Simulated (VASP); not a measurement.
**Ta: single point with PBE**

The system is Ta.

```
CELL_PARAMETERS angstrom
0.00000 2.11217 2.11217
2.11217 0.00000 2.11217
2.11217 2.11217 0.00000
ATOMIC_POSITIONS crystal
Ta 0.00000 0.00000 0.00000
```

This isn't the form of Ta at room conditions, which is bcc.

```json
{
 "Program": "VASP 6.6.1",
 "Task": "single point",
 "Functional": "PBE",
 "Potentials or basis": "VASP PAW PBE potentials, release 64 (Ta_pv)",
 "Cutoff": "500 eV",
 "k mesh": "19 × 19 × 19",
 "Occupations": "fermi-dirac, width 0.1 eV",
 "Spin": "no spin polarisation"
}
```

The pressure is 0.0 GPa and the band gap on the k mesh is zero (an odd number of electrons rules out a gap without spin polarisation).

Levels at points of the mesh, in eV from the Fermi level:
```csv
k point,band 2,band 3,band 4,band 5,band 6,band 7,band 8,band 9
"(0.00, 0.00, 0.00)",-33.65,-33.65,-8.12,0.44,0.44,0.44,3.42,3.42
```

Run time: 62 s on 1 thread of Intel Xeon 8259CL (shared host), peak memory 0.17 GiB.

Caveat: spin-orbit coupling is left out, which moves the levels of the heavy elements.
